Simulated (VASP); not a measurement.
Rh, 1 atom in the cell. It takes space group I4/mmm (No. 139, tetragonal). Conventional cell: a = 2.598 Å, b = 2.598 Å, c = 3.617 Å, α = 90.00°, β = 90.00°, γ = 90.00°. Within 3.4 Å of Rh (site symmetry 4/mmm) lie 12 Rh at 2.58 to 2.60 Å.  This cell differs from its parent crystal: strained.

```yaml
Program: VASP 6.6.1
Task: single point
Functional: PBEsol
Potentials_or_basis: VASP PAW PBE potentials, release 64 (Rh_pv)
Cutoff: 520 eV
k_mesh: 18 × 18 × 18
Occupations: gaussian, width 0.1 eV
Spin: no spin polarisation
Dipole_correction: no
Further_INCAR_settings: ALGO = Normal; EDIFF = 1e-07; NBANDS = 14
```

Potentials or basis: VASP PAW PBE potentials, release 64 (Rh_pv).

Run with:

```console
$ cat potpaw_PBE.64/Rh_pv/POTCAR > POTCAR
$ mpirun -np 1 vasp_std > vasp.out
```

Hardware: 1 thread of Intel Xeon 6975P-C, on a shared host.

Q: Estimate the wall time of this run.

A: Run time: 44 s on 1 thread of Intel Xeon 6975P-C, with other jobs on the host, peak memory 0.19 GiB. Counts: scf iterations 12, k points 480.
